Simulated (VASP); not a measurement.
# Al (Fm-3m) in VASP: single point with PBE

Aim: the single point of Al with PBE.

Program: VASP 6.6.1. These are calculated values, not measurements. Logs are shortened: lines on timing, memory, paths and dates and some standing lists are left out, and cuts for length are marked.

**1. The cell of the first run**

It takes space group Fm-3m (No. 225, cubic). Conventional cell: a = 4.050 Å, b = 4.050 Å, c = 4.050 Å, α = 90.00°, β = 90.00°, γ = 90.00°. Within 3.8 Å of Al (site symmetry m-3m) lie 12 Al at 2.86 Å.

**2. Single point, PBE**

INCAR reads:

```
SYSTEM = Al
ALGO     = Normal         ! electronic algorithm
EDIFF    = 1E-6           ! SCF threshold, eV
ENCUT    = 500            ! plane-wave cutoff, eV
GGA      = PE             ! functional
GGA_COMPAT= .FALSE.      
ISIF     = 2              ! what is computed and relaxed
ISMEAR   = -1             ! smearing method
LASPH    = .TRUE.         ! aspherical terms in the spheres
LCHARG   = .FALSE.        ! write CHGCAR
LREAL    = .FALSE.        ! projectors in reciprocal space
LWAVE    = .FALSE.        ! write WAVECAR
NBANDS   = 8              ! bands
NELM     = 120            ! most SCF steps
PREC     = Accurate       ! precision mode
SIGMA    = 0.1            ! smearing width, eV
```

KPOINTS reads:

```
k-points
0
G
  13 13 13
  0 0 0
```

POSCAR reads:

```
Al
1.0
    2.8635070000      0.0000000000      0.0000000000
    1.4317535000      2.4798698059      0.0000000000
    1.4317535000      0.8266232686      2.3380436750
Al
1
Direct
    0.0000000000      0.0000000000      0.0000000000
```

Potentials or basis: VASP PAW PBE potentials, release 64 (Al).

Launch:

```
> cat potpaw_PBE.64/Al/POTCAR > POTCAR
> mpirun -np 1 vasp_std > vasp.out
```

OUTCAR:

```text
SYSTEM = Al
   EDIFF = 1E-6
   ENCUT = 500
   GGA = PE
   ISIF = 2
   ISMEAR = -1
   LASPH = .TRUE.
   LREAL = .FALSE.
   NELM = 120
   PREC = Accurate

 ion  position               nearest neighbor table
   1  0.000  0.000  0.000-

  LATTYP: Found a face centered cubic cell.
 ALAT       =     4.0496104353

  Lattice vectors:

 A1 = (   2.8635070000,   0.0000000000,   0.0000000000)
 A2 = (   1.4317535000,   2.4798698059,   0.0000000000)
 A3 = (   1.4317535000,   0.8266232686,   2.3380436750)

Analysis of symmetry for initial positions (statically):
=====================================================================
 Subroutine PRICEL returns:
 Original cell was already a primitive cell.

 Routine SETGRP: Setting up the symmetry group for a
 face centered cubic supercell.

 Subroutine GETGRP returns: Found 48 space group operations
 (whereof 48 operations were pure point group operations)
 out of a pool of 48 trial point group operations.

The static configuration has the point symmetry O_h .

Analysis of symmetry for dynamics (positions and initial velocities):
=====================================================================
 Subroutine PRICEL returns:
 Original cell was already a primitive cell.

 Routine SETGRP: Setting up the symmetry group for a
 face centered cubic supercell.

 Subroutine GETGRP returns: Found 48 space group operations
 (whereof 48 operations were pure point group operations)
 out of a pool of 48 trial point group operations.

The dynamic configuration has the point symmetry O_h .

 Subroutine INISYM returns: Found 48 space group operations
 (whereof 48 operations are pure point group operations),
 and found     1 'primitive' translations

----------------------------------------------------------------------------------------

                                     Primitive cell

  volume of cell :      16.6027

  direct lattice vectors                    reciprocal lattice vectors
     2.863507000  0.000000000  0.000000000     0.349222125 -0.201623488 -0.142569336
     1.431753500  2.479869806  0.000000000     0.000000000  0.403246976 -0.142569336
     1.431753500  0.826623269  2.338043675     0.000000000  0.000000000  0.427708007

  length of vectors
     2.863507000  2.863507000  2.863507000     0.427708007  0.427708007  0.427708007

  position of ions in fractional coordinates (direct lattice)
     0.000000000  0.000000000  0.000000000

  ion indices of the primitive-cell ions
   primitive index   ion index
                 1           1

----------------------------------------------------------------------------------------

 KPOINTS: k-points

Automatic generation of k-mesh.
 Grid dimensions read from file:
 generate k-points for:   13   13   13

 Generating k-lattice:

  Cartesian coordinates                     Fractional coordinates (reciprocal lattice)
     0.026863240 -0.015509499 -0.010966872     0.076923077  0.000000000  0.000000000
     0.000000000  0.031018998 -0.010966872     0.000000000  0.076923077  0.000000000
     0.000000000  0.000000000  0.032900616     0.000000000  0.000000000  0.076923077

  Length of vectors
     0.032900616  0.032900616  0.032900616

  Shift w.r.t. Gamma in fractional coordinates (k-lattice)
     0.000000000  0.000000000  0.000000000

 Subroutine IBZKPT returns following result:
 ===========================================

 Found     84 irreducible k-points:

 Following reciprocal coordinates:
            Coordinates               Weight
  0.000000  0.000000  0.000000      1.000000
  0.076923 -0.000000  0.000000      8.000000
  0.153846 -0.000000  0.000000      8.000000
  0.230769 -0.000000  0.000000      8.000000
  0.307692 -0.000000  0.000000      8.000000
  0.384615 -0.000000  0.000000      8.000000
[... 16 lines left out ...]
  0.384615  0.153846  0.000000     24.000000
  0.461538  0.153846  0.000000     24.000000
 [... further k-points ...]
   k-points           NKPTS =     84   k-points in BZ     NKDIM =     84   number of bands    NBANDS=      8
   number of dos      NEDOS =    301   number of ions     NIONS =      1
   total plane-waves  NPLWV =  13824
   dimension x,y,z NGX =    24 NGY =   24 NGZ =   24
   dimension x,y,z NGXF=    48 NGYF=   48 NGZF=   48
   ions per type =               1
   NGX,Y,Z   is equivalent  to a cutoff of  13.93, 13.93, 13.93 a.u.
   NGXF,Y,Z  is equivalent  to a cutoff of  27.87, 27.87, 27.87 a.u.
 SYSTEM =  Al
   PREC   = accura    normal or accurate (medium, high low for compatibility)
   ISTART =      0    job   : 0-new  1-cont  2-samecut
   ICHARG =      2    charge: 1-file 2-atom 10-const
   ISPIN  =      1    spin polarized calculation?
   LNONCOLLINEAR =      F non collinear calculations
   LSORBIT =      F    spin-orbit coupling
   LASPH  =      T    aspherical Exc in radial PAW
   ENCUT  =  500.0 eV  36.75 Ry    6.06 a.u.   5.22  5.22  5.22*2*pi/ulx,y,z
   NELM   =    120;   NELMIN=  2; NELMDL= -5     # of ELM steps
   EDIFF  = 0.1E-05   stopping-criterion for ELM
   LREAL  =      F    real-space projection
   EDIFFG = 0.1E-04   stopping-criterion for IOM
   NSW    =      0    number of steps for IOM
   IBRION =     -1    ionic relax: 0-MD 1-quasi-New 2-CG
   NFREE  =      0    steps in history (QN), initial steepest desc. (CG)
   ISIF   =      2    stress and relaxation
   ISYM   =      2    0-nonsym 1-usesym 2-fastsym
   POTIM  = 0.5000    time-step for ionic-motion
   TEBEG  =    0.0;   TEEND  =   0.0 temperature during run
   PSTRESS=    0.0 pullay stress
   NELECT =       3.0000    total number of electrons
   NUPDOWN=      -1.0000    fix difference up-down
   EMIN   =  10.00;   EMAX   =-10.00  energy-range for DOS
   EFERMI =   0.00;   METHOD = LEGACY
   ISMEAR =    -1;   SIGMA  =   0.10  broadening in eV -4-tet -1-fermi 0-gaus
   EFERMI_NEDOS =   21; number of points for ismear=-14 and -15
   IALGO  =     38    algorithm
   IMIX   =      4    mixing-type and parameters
     AMIX     =   0.40;   BMIX     =  1.00
     AMIX_MAG =   1.60;   BMIX_MAG =  1.00
  volume/ion in A,a.u.               =      16.60       112.04
  Fermi-wavevector in a.u.,A,eV,Ry     =   0.925526  1.748991 11.654731  0.856599
  Thomas-Fermi vector in A             =   2.051390
   LORBIT       =      0    0 simple, 1 ext, 2 COOP (PROOUT), +10 PAW based schemes
   GGA     = PE    functional components
   LHFCALC =     F    Hartree Fock is set to
   AEXX    =    0.0000 exact exchange contribution
   IVDW    =     0    specifies the selected vdW correction
   LEPSILON=     F    determine dielectric tensor
   LRPA    =     F    only Hartree local field effects (RPA)
 non-spin polarized calculation
  energy-cutoff  :      500.00
  volume of cell :       16.60
 maximum number of plane-waves:       440
 NGX is ok and might be reduce to    24
   NGX = 11   NGY = 11   NGZ = 11

 number of electron       3.0000000 magnetization

 Free energy of the ion-electron system (eV)
  ---------------------------------------------------
  ext. energy  EPLUGINS =         0.00000000
  ---------------------------------------------------
  free energy    TOTEN  =        -3.74921702 eV

  energy without entropy =       -3.73478377  energy(sigma->0) =       -3.74200039

 E-fermi :   7.8739     XC(G=0): -10.1741

 val. band max:        7.8712328201   @ k =  -0.2308   0.3846   0.1538
 cond. band min:       7.9418247731   @ k =   0.4615   0.2308   0.0000
 fundamental gap:      0.0705919530
 Fermi energy:         7.8738834679

 k-point     1 :       0.0000    0.0000    0.0000
  band No.  band energies     occupation
      1      -3.1560      2.00000
      2      20.5206      0.00000
      3      20.5206      0.00000
      4      20.5206      0.00000
      5      21.9653      0.00000
      6      21.9653      0.00000
      7      21.9653      0.00000
      8      24.3569      0.00000

 k-point     2 :       0.0769   -0.0000    0.0000
  band No.  band energies     occupation
      1      -2.9958      2.00000
      2      18.1606      0.00000
      3      20.0037      0.00000
      4      20.0037      0.00000
      5      22.6337      0.00000
      6      22.7277      0.00000
      7      22.7277      0.00000
      8      25.9367      0.00000

 k-point     3 :       0.1538   -0.0000    0.0000
  band No.  band energies     occupation
      1      -2.5164      2.00000
      2      15.0630      0.00000
      3      19.3339      0.00000
      4      19.3339      0.00000
      5      22.5032      0.00000
      6      23.8669      0.00000
      7      23.8669      0.00000
      8      25.1688      0.00000

 k-point     4 :       0.2308   -0.0000    0.0000
  band No.  band energies     occupation
      1      -1.7209      2.00000
      2      12.0778      0.00000
      3      18.8742      0.00000
      4      18.8742      0.00000
      5      22.2722      0.00000
      6      22.9790      0.00000
      7      22.9790      0.00000
      8      26.2765      0.00000

 k-point     5 :       0.3077   -0.0000    0.0000
  band No.  band energies     occupation
      1      -0.6146      2.00000
      2       9.3014      0.00000
      3      18.6690      0.00000
      4      18.6690      0.00000
      5      21.6465      0.00000
      6      21.6465      0.00000
      7      22.1878      0.00000
      8      25.6196      0.00000
[... 177 lines left out ...]
 k-point    22 :       0.3077    0.1538   -0.0000
  band No.  band energies     occupation
      1      -0.8247      2.00000
      2      11.6030      0.00000
      3      16.0975      0.00000
      4      17.4148      0.00000
      5      17.7588      0.00000
      6      22.2366      0.00000
      7      26.0368      0.00000
      8      27.0502      0.00000

 k-point    23 :       0.3846    0.1538    0.0000
  band No.  band energies     occupation
      1       0.3787      2.00000
      2       8.9393      0.00005
      3      15.9671      0.00000
      4      16.0836      0.00000
      5      17.6730      0.00000
      6      24.2380      0.00000
      7      24.8649      0.00000
      8      27.1379      0.00000

 k-point    24 :       0.4615    0.1538    0.0000
  band No.  band energies     occupation
      1       1.8814      2.00000
      2       6.5122      2.00000
      3      14.9879      0.00000
      4      16.1098      0.00000
      5      17.8654      0.00000
      6      23.8702      0.00000
      7      25.8618      0.00000
      8      27.7261      0.00000

 [... further k-points ...]
[... 5 lines left out ...]
  --------------------------------------------------------------------------------------
  -------------------------------------------------------------------------------------
  Total       -0.0619023     -0.0619023     -0.0619023     -0.0000000      0.0000000     -0.0000000
  in kB       -5.9736208     -5.9736208     -5.9736208     -0.0000000      0.0000000     -0.0000000
  external PRESSURE =      -5.9736208 kB  Pullay stress =       0.0000000 kB

 VOLUME and BASIS-vectors are now :
 -----------------------------------------------------------------------------
  energy-cutoff  :      500.00
  volume of cell :       16.60
      direct lattice vectors                 reciprocal lattice vectors
     2.863507000  0.000000000  0.000000000     0.349222125 -0.201623488 -0.142569336
     1.431753500  2.479869806  0.000000000     0.000000000  0.403246976 -0.142569336
     1.431753500  0.826623269  2.338043675     0.000000000  0.000000000  0.427708007

 POSITION                                       TOTAL-FORCE (eV/Angst)
 -----------------------------------------------------------------------------------
      0.00000      0.00000      0.00000         0.000000     -0.000000      0.000000
 -----------------------------------------------------------------------------------
    total drift:                               -0.000000      0.000000      0.000000

  FREE ENERGIE OF THE ION-ELECTRON SYSTEM (eV)
  ---------------------------------------------------
  free  energy   TOTEN  =        -3.7492170152 eV

  energy  without entropy=       -3.7347837713  energy(sigma->0) =       -3.74200039
```

It took 3.2 s on 1 thread of Intel Xeon 6975P-C (Granite Rapids), shared host; peak memory 0.13 GiB.

Results:

```
Free energy : -3.7492 eV
Pressure    : -0.6 GPa
```
